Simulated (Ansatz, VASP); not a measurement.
## One calculation of Ga3B2As5, two programs

```
CELL_PARAMETERS angstrom
-1.88828 1.88828 13.35218
1.88828 -1.88828 13.35218
1.88828 1.88828 -13.35218
ATOMIC_POSITIONS crystal
Ga 0.90000 0.90000 0.00000
Ga 0.50000 0.50000 0.00000
Ga 0.10000 0.10000 0.00000
B 0.70000 0.70000 0.00000
B 0.30000 0.30000 0.00000
As 0.35000 0.85000 0.50000
As 0.95000 0.45000 0.50000
As 0.55000 0.05000 0.50000
As 0.15000 0.65000 0.50000
As 0.75000 0.25000 0.50000
```

Alike in both runs: task single point; functional PBE; k mesh 6 × 6 × 6; occupations gaussian, width 0.1 eV; no spin polarisation.

```csv
,VASP,Ansatz
version,VASP 6.6.1,Ansatz 0.2.0
potentials or method,"VASP PAW PBE potentials, release 64 (Ga_d, B, As), cutoff 520 eV","scalar-relativistic, plane waves, PAW"
valence electrons in the cell,70,120
```

|  | VASP | Ansatz | Ansatz less VASP |
| --- | --- | --- | --- |
| gap on the k mesh at the Fermi level (eV) | 1.13 | 1.14 | +0.008 |
| least direct gap on the mesh (eV) | 1.13 | 1.14 | +0.008 |
| pressure (GPa) | 5.1 | 4.9 | -0.22 |
| traceless stress, the component that is largest in VASP (GPa) | -0.40 | -0.40 | +0.002 |
| rms of the force components (eV/Å) | 0.879 | 0.875 | -0.0035 |

Atom by atom the forces differ by 0.004 eV/Å (rms over components). VASP's potentials hold 70 valence electrons a cell and Ansatz's 120, so a difference there can come from the potentials and not from the codes.
